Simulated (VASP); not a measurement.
Input of a VASP 6.6.1 run:

File POSCAR:

```
Co
1.0
    2.4271453599      0.0000000000      0.0000000000
   -1.2135726799      2.1019695403      0.0000000000
    0.0000000000      0.0000000000      3.9126468420
Co
2
Direct
    0.3333333333      0.6666666667      0.2500000000
    0.6666666667      0.3333333333      0.7500000000
```

INCAR.step1

```
ALGO = Normal
EDIFF = 1E-4
ENCUT = 520
GGA = PE
ISMEAR = -1
LASPH = T
LCHARG = F
LREAL = F
LWAVE = T
NBANDS = 16
NELM = 100
PREC = Accurate
SIGMA = 0.1
```

Contents of INCAR.step2:

```
ALGO = Normal
EDIFF = 1E-7
ENCUT = 520
ISIF = 2
ISMEAR = -1
ISTART = 1
LASPH = T
LCHARG = F
LMIXTAU = T
LREAL = F
LWAVE = F
METAGGA = R2SCAN
NBANDS = 16
NELM = 100
PREC = Accurate
SIGMA = 0.1
```

File KPOINTS:

```
k-points
0
Gamma
  15 15 8
```

Potentials or basis: VASP PAW PBE potentials, release 64 (Co).

The run is started by

```sh
$ cat potpaw_PBE.64/Co/POTCAR > POTCAR
$ cp INCAR.step1 INCAR
$ mpirun -np 1 vasp_std > vasp.out
$ cp INCAR.step2 INCAR
$ mpirun -np 1 vasp_std > vasp.out
```

(1) Estimate the pressure.

(2) Predict the band gap on the k mesh.

Answers

(1) 0.2 GPa.

(2) zero (bands 9 and 10 overlap by 1.69 eV).

Caveat: the PAW data sets were made with another functional, which shifts forces and pressure a little; the run has no spin polarisation, though such a crystal can be magnetic.
